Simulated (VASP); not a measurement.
# ZnSiP2: single point with PBEsol

Crystal: ZnSiP2.

```
Zn P Si
1.0
    -2.68670    2.68670    5.23003
     2.68670   -2.68670    5.23003
     2.68670    2.68670   -5.23003
Zn P Si
2 4 2
Direct
  0.75000 0.25000 0.50000
  0.00000 0.00000 0.00000
  0.14230 0.62500 0.01730
  0.60770 0.12500 0.98270
  0.87500 0.85770 0.48270
  0.37500 0.39230 0.51730
  0.25000 0.75000 0.50000
  0.50000 0.50000 0.00000
```

```yaml
Program: VASP 6.6.1
Task: single point
Functional: PBEsol
Potentials_or_basis: VASP PAW PBE potentials, release 64 (Zn, P, Si)
Cutoff: 500 eV
k_mesh: 6 × 6 × 6
Occupations: gaussian, width 0.01 eV
Spin: no spin polarisation
Dipole_correction: no
Further_INCAR_settings: ALGO = Normal; EDIFF = 1e-06; NBANDS = 36
```

```yaml
Pressure: -0.6 GPa
Largest_force: 0.145 eV/Å
Band_gap_on_the_k_mesh: 1.20 eV
```

Forces on the atoms (eV/Å):
```
Zn   0.000  0.000  0.000
Zn   0.000  0.000  0.000
P    0.000 -0.145  0.000
P    0.000  0.145  0.000
P    0.145  0.000  0.000
P   -0.145  0.000  0.000
Si   0.000  0.000  0.000
Si   0.000  0.000  0.000
```

Levels at points of the mesh, in eV from the valence-band top:
```tsv
k point	band 23	band 24	band 25	band 26	band 27	band 28	band 29	band 30
(0.00, 0.00, 0.00)	-2.37	-0.13	-0.13	0.00	1.20	1.80	2.59	3.28
(0.50, 0.00, 0.00)	-2.19	-1.78	-1.47	-0.81	2.70	2.82	2.95	4.14
(0.50, 0.50, 0.00)	-1.04	-1.04	-0.56	-0.56	1.94	1.94	3.09	3.09
(0.50, 0.50, 0.50)	-1.91	-1.91	-1.14	-1.14	1.42	1.42	1.63	1.63
```

It took 5.9 min on 1 thread of Oxide Virtual Turin-like Processor, with other jobs on the host, peak memory 0.36 GiB.

Caveat: the PAW data sets were made with another functional, which shifts forces and pressure a little. A k mesh can miss the band edges.
